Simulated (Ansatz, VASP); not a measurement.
# One calculation of LiF, two programs

```
Li F
1.0
     0.00000    2.12611    1.80720
     2.12611    0.00000    1.80720
     2.12611    2.12611    0.00000
Li F
1 1
Direct
  0.00000 0.00000 0.00000
  0.50000 0.50000 0.50000
```

Alike in both runs: task single point; functional r2SCAN; k mesh 12 × 12 × 12; occupations gaussian, width 0.05 eV; no spin polarisation.

|  | VASP | Ansatz |
| --- | --- | --- |
| version | VASP 6.6.1 | Ansatz 0.2.0 |
| potentials or method | VASP PAW PBE potentials, release 64 (Li_sv, F), cutoff 520 eV | scalar-relativistic, plane waves, PAW |
| valence electrons in the cell | 10 | 10 |

```tsv
	VASP	Ansatz	Ansatz less VASP
gap on the k mesh at the Fermi level (eV)	9.98	9.81	-0.174
least direct gap on the mesh (eV)	9.98	9.81	-0.174
```

VASP's potentials were made for PBE, not for r2SCAN.

Noted on VASP's run: the cutoff is short for stress, so the pressure is rough.
